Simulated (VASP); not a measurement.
# Ta3Cu (I4/mmm) in VASP: further runs

The runs below take Ta3Cu through single point, relaxation of the atoms, with PBEsol.

All numbers are computed with VASP 6.6.1; they aren't measurements. Logs are shortened: lines on timing, memory, paths and dates and some standing lists are left out, and cuts for length are marked.

## 1. The cell of the first run

It takes space group I4/mmm (No. 139, tetragonal). Conventional cell: a = 4.013 Å, b = 4.013 Å, c = 8.416 Å, α = 90.00°, β = 90.00°, γ = 90.00°. Ta (site symmetry 4/mmm) has 4 Cu at 2.84 Å and 8 Ta at 2.91 Å within 3.7 Å. Within 3.7 Å of Ta (site symmetry -4m2) lie 8 Ta at 2.84 to 2.91 Å and 4 Cu at 2.91 Å. Cu (site symmetry 4/mmm) has 12 Ta at 2.84 to 2.91 Å within 3.7 Å.

## 2. Single point, PBEsol

INCAR

```
PREC     = Accurate       # precision mode
ENCUT    = 520            # plane-wave cutoff, eV
EDIFF    = 1E-6           # SCF threshold, eV
ISMEAR   = -1             # smearing method
SIGMA    = 0.05           # smearing width, eV
LREAL    = F              # projectors in reciprocal space
LASPH    = T              # aspherical terms in the spheres
NELM     = 100            # most SCF steps
ALGO     = Fast           # electronic algorithm
ISIF     = 2              # what is computed and relaxed
LWAVE    = F              # write WAVECAR
LCHARG   = F              # write CHGCAR
GGA      = PS             # functional
NBANDS   = 30             # bands
```

KPOINTS

```
regular mesh
0
Gamma
  7 7 7
```

POSCAR

```
Ta3Cu
1.0
   -2.0065070000      2.0065070000      4.2081700000
    2.0065070000     -2.0065070000      4.2081700000
    2.0065070000      2.0065070000     -4.2081700000
Ta Cu
3 1
Direct
    0.5000000000      0.5000000000      0.0000000000
    0.2500000000      0.7500000000      0.5000000000
    0.7500000000      0.2500000000      0.5000000000
    0.0000000000      0.0000000000      0.0000000000
```

Potentials or basis: VASP PAW PBE potentials, release 64 (Ta_pv, Cu).

Started as:

```
> cat potpaw_PBE.64/Ta_pv/POTCAR potpaw_PBE.64/Cu/POTCAR > POTCAR
> mpirun -np 1 vasp_std > vasp.out
```

OUTCAR:

```text
PREC = Accurate
   ENCUT = 520
   EDIFF = 1E-6
   ISMEAR = -1
   LREAL = F
   LASPH = T
   NELM = 100
   ISIF = 2
   GGA = PS

 ion  position               nearest neighbor table
   1  0.500  0.500  0.000-   4 2.84   4 2.84   4 2.84   4 2.84   3 2.91   2 2.91   3 2.91   3 2.91
                             2 2.91   2 2.91   3 2.91   2 2.91
   2  0.250  0.750  0.500-   3 2.84   3 2.84   3 2.84   3 2.84   4 2.91   1 2.91   4 2.91   1 2.91
                             4 2.91   4 2.91   1 2.91   1 2.91
   3  0.750  0.250  0.500-   2 2.84   2 2.84   2 2.84   2 2.84   4 2.91   1 2.91   4 2.91   4 2.91
                             1 2.91   1 2.91   4 2.91   1 2.91
   4  0.000  0.000  0.000-   1 2.84   1 2.84   1 2.84   1 2.84   3 2.91   2 2.91   3 2.91   2 2.91
                             3 2.91   3 2.91   2 2.91   2 2.91

  LATTYP: Found a body centered tetragonal cell.
 ALAT       =     4.0130140000
 C/A-ratio  =     2.0972615595

  Lattice vectors:

 A1 = (  -2.0065070000,   2.0065070000,   4.2081700000)
 A2 = (   2.0065070000,  -2.0065070000,   4.2081700000)
 A3 = (   2.0065070000,   2.0065070000,  -4.2081700000)

Analysis of symmetry for initial positions (statically):
=====================================================================
 Subroutine PRICEL returns:
 Original cell was already a primitive cell.

 Routine SETGRP: Setting up the symmetry group for a
 body centered tetragonal supercell.

 Subroutine GETGRP returns: Found 16 space group operations
 (whereof 16 operations were pure point group operations)
 out of a pool of 16 trial point group operations.

The static configuration has the point symmetry D_4h.

Analysis of symmetry for dynamics (positions and initial velocities):
=====================================================================
 Subroutine PRICEL returns:
 Original cell was already a primitive cell.

 Routine SETGRP: Setting up the symmetry group for a
 body centered tetragonal supercell.

 Subroutine GETGRP returns: Found 16 space group operations
 (whereof 16 operations were pure point group operations)
 out of a pool of 16 trial point group operations.

The dynamic configuration has the point symmetry D_4h.

 Subroutine INISYM returns: Found 16 space group operations
 (whereof 16 operations are pure point group operations),
 and found     1 'primitive' translations

----------------------------------------------------------------------------------------

                                     Primitive cell

[... 95 lines left out ...]
   LREAL  =      F    real-space projection
   EDIFFG = 0.1E-04   stopping-criterion for IOM
   NSW    =      0    number of steps for IOM
   IBRION =     -1    ionic relax: 0-MD 1-quasi-New 2-CG
   NFREE  =      0    steps in history (QN), initial steepest desc. (CG)
   ISIF   =      2    stress and relaxation
   ISYM   =      2    0-nonsym 1-usesym 2-fastsym
   POTIM  = 0.5000    time-step for ionic-motion
   TEBEG  =    0.0;   TEEND  =   0.0 temperature during run
   PSTRESS=    0.0 pullay stress
   NELECT =      44.0000    total number of electrons
   NUPDOWN=      -1.0000    fix difference up-down
   EMIN   =  10.00;   EMAX   =-10.00  energy-range for DOS
   EFERMI =   0.00;   METHOD = LEGACY
   ISMEAR =    -1;   SIGMA  =   0.05  broadening in eV -4-tet -1-fermi 0-gaus
   EFERMI_NEDOS =   21; number of points for ismear=-14 and -15
   IALGO  =     68    algorithm
   IMIX   =      4    mixing-type and parameters
     AMIX     =   0.40;   BMIX     =  1.00
     AMIX_MAG =   1.60;   BMIX_MAG =  1.00
  volume/ion in A,a.u.               =      16.94       114.33
  Fermi-wavevector in a.u.,A,eV,Ry     =   1.417580  2.678837 27.341349  2.009532
  Thomas-Fermi vector in A             =   2.538795
   LORBIT       =      0    0 simple, 1 ext, 2 COOP (PROOUT), +10 PAW based schemes
   GGA     = PS    functional components
   LHFCALC =     F    Hartree Fock is set to
   AEXX    =    0.0000 exact exchange contribution
   IVDW    =     0    specifies the selected vdW correction
   LEPSILON=     F    determine dielectric tensor
   LRPA    =     F    only Hartree local field effects (RPA)
 non-spin polarized calculation
 RMM-DIIS sequential band-by-band and
  energy-cutoff  :      520.00
  volume of cell :       67.77
 maximum number of plane-waves:      1863
 NGX is ok and might be reduce to    40
   NGX = 19   NGY = 19   NGZ = 19

 number of electron      43.9999994 magnetization

 Free energy of the ion-electron system (eV)
  ---------------------------------------------------
  ext. energy  EPLUGINS =         0.00000000
  ---------------------------------------------------
  free energy    TOTEN  =       -41.25585303 eV

  energy without entropy =      -41.22545344  energy(sigma->0) =      -41.24065324

 E-fermi :   5.8046     XC(G=0): -12.6057

 val. band max:        5.7709069921   @ k =  -0.2857   0.1429  -0.0000
 cond. band min:       5.8325317527   @ k =   0.1429   0.1429   0.0000
 fundamental gap:      0.0616247606
 Fermi energy:         5.8046316017

 k-point     1 :       0.0000    0.0000    0.0000
  band No.  band energies     occupation
      1     -28.7528      2.00000
      2     -28.5985      2.00000
      3     -28.5985      2.00000
      4     -28.3996      2.00000
      5     -28.3996      2.00000
      6     -28.2342      2.00000
[... 781 lines left out ...]
     29       9.9590      0.00000
     30      10.6026      0.00000

 [... further k-points ...]

------------------------ aborting loop because EDIFF is reached ----------------------------------------

  FORCE on cell =-STRESS in cart. coord.  units (eV):
  Direction    XX          YY          ZZ          XY          YZ          ZX
  --------------------------------------------------------------------------------------
  -------------------------------------------------------------------------------------
  Total       -2.5228222     -2.5228222     -2.8340451      0.0000000      0.0000000      0.0000000
  in kB      -59.6434283    -59.6434283    -67.0012214      0.0000000      0.0000000      0.0000000
  external PRESSURE =     -62.0960260 kB  Pullay stress =       0.0000000 kB

 VOLUME and BASIS-vectors are now :
 -----------------------------------------------------------------------------
  energy-cutoff  :      520.00
  volume of cell :       67.77
      direct lattice vectors                 reciprocal lattice vectors
    -2.006507000  2.006507000  4.208170000     0.000000000  0.249189263  0.118816493
     2.006507000 -2.006507000  4.208170000     0.249189263  0.000000000  0.118816493
     2.006507000  2.006507000 -4.208170000     0.249189263  0.249189263  0.000000000

 POSITION                                       TOTAL-FORCE (eV/Angst)
 -----------------------------------------------------------------------------------
      0.00000      0.00000      4.20817         0.000000     -0.000000      0.000000
      2.00651      0.00000      2.10408        -0.000000     -0.000000     -0.000000
      0.00000      2.00651      2.10408         0.000000      0.000000     -0.000000
      0.00000      0.00000      0.00000         0.000000     -0.000000      0.000000
 -----------------------------------------------------------------------------------
    total drift:                               -0.000000     -0.000000      0.000000

  FREE ENERGIE OF THE ION-ELECTRON SYSTEM (eV)
  ---------------------------------------------------
  free  energy   TOTEN  =       -41.2558530317 eV

  energy  without entropy=      -41.2254534423  energy(sigma->0) =      -41.24065324
```

Wall time 5.4 min (1 thread of Intel Xeon 8259CL, shared host); peak memory 0.28 GiB.

What came out:

```yaml
Free_energy: -41.2559 eV
Pressure: -6.2 GPa
Band_gap_on_the_k_mesh: zero (bands 22 and 23 overlap by 0.85 eV)
```

Caveat: the cell stands under tension; the PAW data sets were made with another functional, which shifts forces and pressure a little; spin-orbit coupling is left out, which moves the levels of the heavy elements.

## 3. Single point, PBEsol, non-collinear spin, zero start, spin-orbit coupling

INCAR

```
PREC = Accurate
ENCUT = 520
EDIFF = 1E-6
ISMEAR = -1
SIGMA = 0.05
LREAL = False
LASPH = True
NELM = 150
ALGO = Normal
ISIF = 2
LWAVE = False
LCHARG = False
MAGMOM = 0 0 0 0 0 0 0 0 0 0 0 0
LORBIT = 11
LSORBIT = True
GGA_COMPAT = False
LORBMOM = True
LMAXMIX = 4
GGA = PS
NBANDS = 58
```

KPOINTS

```
Automatic mesh
0
Gamma
  9 9 9
```

POSCAR is that of step 2.

Potentials or basis: VASP PAW PBE potentials, release 64 (Ta_pv, Cu).

Started as:

```
> cat potpaw_PBE.64/Ta_pv/POTCAR potpaw_PBE.64/Cu/POTCAR > POTCAR
> mpirun -np 1 vasp_ncl > vasp.out
```

It took 55 min on 1 thread of Oxide Virtual Turin-like, shared host; peak memory 0.72 GiB.

It converged, with:

```
Free energy                                           : -43.3940 eV
Pressure                                              : -6.0 GPa
Net moment                                            : 0.00 μB per cell
Valence electrons inside the program's atomic spheres : Ta 8.88, 8.90 (each value once); Cu 10.01
```

Stress tensor (GPa, compression positive):
```
-5.77  0.00  0.00
 0.00 -5.77  0.00
 0.00  0.00 -6.41
```

Moments on the atoms (μB; x, y, z):
```
Ta  0.00 0.00 0.00
Ta  0.00 0.00 0.00
Ta  0.00 0.00 0.00
Cu  0.00 0.00 0.00
```

Caveat: the cell stands under tension; the PAW data sets were made with another functional, which shifts forces and pressure a little.

(Continued in part 2 of 2.)
